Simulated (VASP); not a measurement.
# BaSr2O2 (P-3m1) in VASP: notebook, part 2 of 3

VASP 6.6.1.

## Step 3: Single point, PBE

This run uses another cell than the first one, of 26.26 Å³/atom.

INCAR reads:

```
PREC = Accurate
ENCUT = 520
EDIFF = 1E-6
ISMEAR = 0
SIGMA = 0.1
LREAL = False
LASPH = True
NELM = 80
ALGO = Normal
ISIF = 2
LWAVE = False
LCHARG = False
GGA = PE
NBANDS = 29
```

KPOINTS reads:

```
regular mesh
0
Gamma
  6 6 4
```

POSCAR reads:

```
BaSr2O2
1.0
    4.4695030239      0.0000000000      0.0000000000
   -2.2347515119      3.8707031610      0.0000000000
    0.0000000000      0.0000000000      7.5883405605
Ba Sr O
1 2 2
Direct
    0.0000000000      0.0000000000      0.0000000000
    0.3333333333      0.6666666667      0.6200000000
    0.6666666667      0.3333333333      0.3800000000
    0.3333333333      0.6666666667      0.2600000000
    0.6666666667      0.3333333333      0.7400000000
```

Potentials or basis: VASP PAW PBE potentials, release 64 (Ba_sv, Sr_sv, O).

Run with:

```console
> cat potpaw_PBE.64/Ba_sv/POTCAR potpaw_PBE.64/Sr_sv/POTCAR potpaw_PBE.64/O/POTCAR > POTCAR
> mpirun -np 1 vasp_std > vasp.out
```

OUTCAR:

```text
PREC = Accurate
   ENCUT = 520
   EDIFF = 1E-6
   ISMEAR = 0
   LREAL = False
   LASPH = True
   NELM = 80
   ISIF = 2
   GGA = PE

 ion  position               nearest neighbor table
   1  0.000  0.000  0.000-   4 3.25   5 3.25   4 3.25   5 3.25   5 3.25   4 3.25   2 3.87   3 3.87
                             2 3.87   3 3.87   2 3.87   3 3.87
   2  0.333  0.667  0.620-   4 2.73   5 2.74   5 2.74   5 2.74   3 3.16   3 3.16   3 3.16   1 3.87
                             1 3.87   1 3.87
   3  0.667  0.333  0.380-   5 2.73   4 2.74   4 2.74   4 2.74   2 3.16   2 3.16   2 3.16   1 3.87
                             1 3.87   1 3.87
   4  0.333  0.667  0.260-   2 2.73   3 2.74   3 2.74   3 2.74   1 3.25   1 3.25   1 3.25
   5  0.667  0.333  0.740-   3 2.73   2 2.74   2 2.74   2 2.74   1 3.25   1 3.25   1 3.25

  LATTYP: Found a hexagonal cell.
 ALAT       =     4.4695030239
 C/A-ratio  =     1.6978041003

  Lattice vectors:

 A1 = (   4.4695030239,   0.0000000000,   0.0000000000)
 A2 = (  -2.2347515119,   3.8707031610,   0.0000000000)
 A3 = (   0.0000000000,   0.0000000000,   7.5883405605)

Analysis of symmetry for initial positions (statically):
=====================================================================
 Subroutine PRICEL returns:
 Original cell was already a primitive cell.

 Routine SETGRP: Setting up the symmetry group for a
 hexagonal supercell.

 Subroutine GETGRP returns: Found 12 space group operations
 (whereof 12 operations were pure point group operations)
 out of a pool of 24 trial point group operations.

The static configuration has the point symmetry D_3d.

Analysis of symmetry for dynamics (positions and initial velocities):
=====================================================================
 Subroutine PRICEL returns:
 Original cell was already a primitive cell.

 Routine SETGRP: Setting up the symmetry group for a
 hexagonal supercell.

 Subroutine GETGRP returns: Found 12 space group operations
[... 129 lines left out ...]
  volume/ion in A,a.u.               =      26.26       177.18
  Fermi-wavevector in a.u.,A,eV,Ry     =   1.119677  2.115882 17.057295  1.253676
  Thomas-Fermi vector in A             =   2.256317
   LORBIT       =      0    0 simple, 1 ext, 2 COOP (PROOUT), +10 PAW based schemes
   GGA     = PE    functional components
   LHFCALC =     F    Hartree Fock is set to
   AEXX    =    0.0000 exact exchange contribution
   IVDW    =     0    specifies the selected vdW correction
   LEPSILON=     F    determine dielectric tensor
   LRPA    =     F    only Hartree local field effects (RPA)
 non-spin polarized calculation
 Gauss-broadening in eV      SIGMA  =   0.10
  energy-cutoff  :      520.00
  volume of cell :      131.28
 maximum number of plane-waves:      3557
 NGX is ok and might be reduce to    36
   NGX = 17   NGY = 17   NGZ = 29

 number of electron      42.0000003 magnetization

 Free energy of the ion-electron system (eV)
  ---------------------------------------------------
  ext. energy  EPLUGINS =         0.00000000
  ---------------------------------------------------
  free energy    TOTEN  =       -22.51154325 eV

  energy without entropy =      -22.49157170  energy(sigma->0) =      -22.50155748

 E-fermi :   3.5642     XC(G=0):  -8.8724

 val. band max:        3.5120256658   @ k =   0.3333   0.0000   0.5000
 cond. band min:       3.5834617324   @ k =   0.5000  -0.0000   0.5000
 fundamental gap:      0.0714360666
 Fermi energy:         3.5642031083

 k-point     1 :       0.0000    0.0000    0.0000
  band No.  band energies     occupation
      1     -32.9549      2.00000
      2     -32.6972      2.00000
      3     -25.7635      2.00000
      4     -15.2333      2.00000
      5     -15.2299      2.00000
      6     -15.0754      2.00000
[... 757 lines left out ...]
     28       6.4778      0.00000
     29       6.4778      0.00000

------------------------ aborting loop because EDIFF is reached ----------------------------------------

  FORCE on cell =-STRESS in cart. coord.  units (eV):
  Direction    XX          YY          ZZ          XY          YZ          ZX
  --------------------------------------------------------------------------------------
  -------------------------------------------------------------------------------------
  Total       -4.1296944     -4.1296944     -2.6439908     -0.0000000      0.0000000      0.0000000
  in kB      -50.4002368    -50.4002368    -32.2681895     -0.0000000      0.0000000      0.0000000
  external PRESSURE =     -44.3562210 kB  Pullay stress =       0.0000000 kB

 VOLUME and BASIS-vectors are now :
 -----------------------------------------------------------------------------
  energy-cutoff  :      520.00
  volume of cell :      131.28
      direct lattice vectors                 reciprocal lattice vectors
     4.469503024  0.000000000  0.000000000     0.223738522  0.129175496  0.000000000
    -2.234751512  3.870703161  0.000000000     0.000000000  0.258350992  0.000000000
     0.000000000  0.000000000  7.588340560     0.000000000  0.000000000  0.131781118

 POSITION                                       TOTAL-FORCE (eV/Angst)
 -----------------------------------------------------------------------------------
      0.00000      0.00000      0.00000         0.000000      0.000000     -0.000000
     -0.00000      2.58047      4.70477         0.000000     -0.000000      1.074109
      2.23475      1.29023      2.88357        -0.000000      0.000000     -1.074109
     -0.00000      2.58047      1.97297        -0.000000     -0.000000      0.278153
      2.23475      1.29023      5.61537         0.000000      0.000000     -0.278153
 -----------------------------------------------------------------------------------
    total drift:                               -0.000000      0.000000     -0.000000

  FREE ENERGIE OF THE ION-ELECTRON SYSTEM (eV)
  ---------------------------------------------------
  free  energy   TOTEN  =       -22.5115432515 eV

  energy  without entropy=      -22.4915717024  energy(sigma->0) =      -22.50155748
```

OSZICAR:

```text
N       E                     dE             d eps       ncg     rms          rms(c)
DAV:   1     0.275281605865E+03    0.27528E+03   -0.20732E+04  1392   0.132E+03
DAV:   2    -0.719133001082E+01   -0.28247E+03   -0.27613E+03  1897   0.290E+02
DAV:   3    -0.272607961611E+02   -0.20069E+02   -0.19942E+02  1987   0.720E+01
DAV:   4    -0.278903934593E+02   -0.62960E+00   -0.62703E+00  2128   0.109E+01
DAV:   5    -0.279069009811E+02   -0.16508E-01   -0.16502E-01  1876   0.129E+00    0.230E+01
DAV:   6    -0.232769592300E+02    0.46299E+01   -0.39819E+01  1602   0.224E+01    0.204E+01
DAV:   7    -0.226145331711E+02    0.66243E+00   -0.57926E+00  1597   0.999E+00    0.110E+01
DAV:   8    -0.225429856994E+02    0.71547E-01   -0.88631E-01  1971   0.433E+00    0.229E+00
DAV:   9    -0.225096255169E+02    0.33360E-01   -0.27279E-01  2158   0.110E+00    0.110E+00
DAV:  10    -0.225104629571E+02   -0.83744E-03   -0.10517E-02  1745   0.518E-01    0.281E-01
DAV:  11    -0.225115358096E+02   -0.10729E-02   -0.15589E-03  1769   0.202E-01    0.151E-01
DAV:  12    -0.225115384217E+02   -0.26122E-05   -0.52014E-04  2320   0.741E-02    0.219E-02
DAV:  13    -0.225115460775E+02   -0.76558E-05   -0.73984E-05  1932   0.429E-02    0.170E-02
DAV:  14    -0.225115436569E+02    0.24207E-05   -0.33442E-05  1446   0.223E-02    0.495E-03
DAV:  15    -0.225115432515E+02    0.40532E-06   -0.34942E-06  1575   0.990E-03
   1 F= -.22511543E+02 E0= -.22501557E+02  d E =-.199715E-01
```

stdout:

```text
POSCAR found type information on POSCAR BaSrO
 POSCAR found :  3 types and       5 ions
 scaLAPACK will be used
 LDA part: xc-table for (Slater+PW92), standard interpolation
 POSCAR, INCAR and KPOINTS ok, starting setup
 FFT: planning ... GRIDC
 FFT: planning ... GRID_SOFT
 FFT: planning ... GRID
 WAVECAR not read
 entering main loop
```

Run time: 41 s. Hardware: 1 thread of Intel Xeon 6975P-C (Granite Rapids), shared host; peak memory 0.3 GiB.

What came out:

- Free energy: -22.5115 eV
- Pressure: -4.4 GPa
- Largest force: 1.074 eV/Å
- Band gap on the k mesh: zero (bands 21 and 22 overlap by 0.22 eV)

Forces in eV/Å, atoms in the order of the input:
```
Ba   0.000  0.000  0.000
Sr   0.000  0.000  1.074
Sr   0.000  0.000 -1.074
O    0.000  0.000  0.278
O    0.000  0.000 -0.278
```

Caveat: the cell stands under tension; spin-orbit coupling is left out, which moves the levels of the heavy elements; forces of over 1 eV/Å act on the atoms, so gaps and moduli don't describe the material at rest.

[end of part 2 of 3]

The gap in the log of VASP goes by the Fermi energy; the results here count the filled bands.